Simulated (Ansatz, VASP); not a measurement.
# BeS in VASP and in Ansatz

```
Be S
1.0
     0.00000    2.43828    2.43828
     2.43828    0.00000    2.43828
     2.43828    2.43828    0.00000
Be S
1 1
Direct
  0.75000 0.75000 0.75000
  0.00000 0.00000 0.00000
```

Alike in both runs: task relaxation of cell and atoms; functional PBE; k mesh 8 × 8 × 8; occupations gaussian, width 0.02 eV; no spin polarisation.

```csv
,VASP,Ansatz
version,VASP 6.6.1,Ansatz 0.2.0
potentials or method,"VASP PAW PBE potentials, release 64 (Be, S), cutoff 600 eV","scalar-relativistic, plane waves, PAW"
valence electrons in the cell,8,8
```

|  | VASP | Ansatz | Ansatz less VASP |
| --- | --- | --- | --- |
| gap on the k mesh at the Fermi level, each at its own relaxed structure (eV) | 3.15 | 3.15 | -0.001 |
| relaxed volume (Å³/atom) | 14.50 | 14.50 | 0.000 |
| relaxed cell length with the largest relative difference (Å) | 3.448 | 3.448 | 0.0000 |

Noted on VASP's run: the relaxation stopped at its first step, so nothing moved.
